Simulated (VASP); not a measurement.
CdF2: single point with r2SCAN

The system is CdF2.

```
Cd F
1.0
     0.00000    2.69418    2.69418
     2.69418    0.00000    2.69418
     2.69418    2.69418    0.00000
Cd F
1 2
Direct
  0.00000 0.00000 0.00000
  0.25000 0.25000 0.25000
  0.75000 0.75000 0.75000
```

```json
{"Program": "VASP 6.6.1", "Task": "single point", "Functional": "r2SCAN", "Potentials or basis": "VASP PAW PBE potentials, release 64 (Cd, F)", "Cutoff": "520 eV", "k mesh": "6 × 6 × 6", "Occupations": "gaussian, width 0.01 eV", "Spin": "no spin polarisation", "Dipole correction": "no", "Further INCAR settings": "ALGO = Normal; EDIFF = 1e-06; NBANDS = 20"}
```

```json
{
  "Pressure": "1.0 GPa",
  "Band gap on the k mesh": "3.77 eV, indirect (least direct gap 4.25 eV)"
}
```

Levels at points of the mesh, in eV from the valence-band top:
```csv
k point,band 9,band 10,band 11,band 12,band 13,band 14,band 15,band 16,band 17,band 18
"(0.00, 0.00, 0.00)",-0.97,-0.97,-0.48,-0.48,-0.48,3.77,13.63,13.63,13.63,17.94
"(0.50, 0.00, 0.00)",-2.26,-1.83,-1.83,-0.38,-0.38,8.00,9.72,15.61,15.61,18.98
"(0.50, 0.50, 0.00)",-2.95,-2.95,-0.49,-0.07,-0.07,8.89,10.56,12.20,15.32,15.32
```

It took 30 s on 1 thread of Intel(R) Xeon(R) Platinum 8488C (Sapphire Rapids), with other jobs on the host, peak memory 0.16 GiB.

Caveat: the PAW data sets were made with another functional, which shifts forces and pressure a little. A k mesh can miss the band edges.
